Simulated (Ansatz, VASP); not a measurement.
## One calculation of AlGaN2, two programs

```
Al Ga N
1.0
     3.01299    0.00000    0.00000
     0.00000    3.01299    0.00000
     0.00000    0.00000    4.60034
Al Ga N
1 1 2
Direct
  0.50000 0.50000 0.50000
  0.00000 0.00000 0.00000
  0.50000 0.00000 0.74003
  0.00000 0.50000 0.25997
```

Alike in both runs: task single point; functional r2SCAN; k mesh 8 × 8 × 6; occupations gaussian, width 0.02 eV; no spin polarisation.

```csv
,VASP,Ansatz
version,VASP 6.6.1,Ansatz 0.2.0
potentials or method,"VASP PAW PBE potentials, release 64 (Al, Ga_d, N), cutoff 520 eV","scalar-relativistic, plane waves, PAW"
valence electrons in the cell,26,26
```

```tsv
	VASP	Ansatz	Ansatz less VASP
gap on the k mesh at the Fermi level (eV)	3.55	3.54	-0.009
least direct gap on the mesh (eV)	3.55	3.54	-0.009
pressure (GPa)	9.4	9.0	-0.48
traceless stress, the component that is largest in VASP (GPa)	-8.85	-8.96	-0.106
rms of the force components (eV/Å)	0.041	0.000	-0.0411
```

VASP's potentials were made for PBE, not for r2SCAN. Atom by atom the forces differ by 0.041 eV/Å (rms over components).
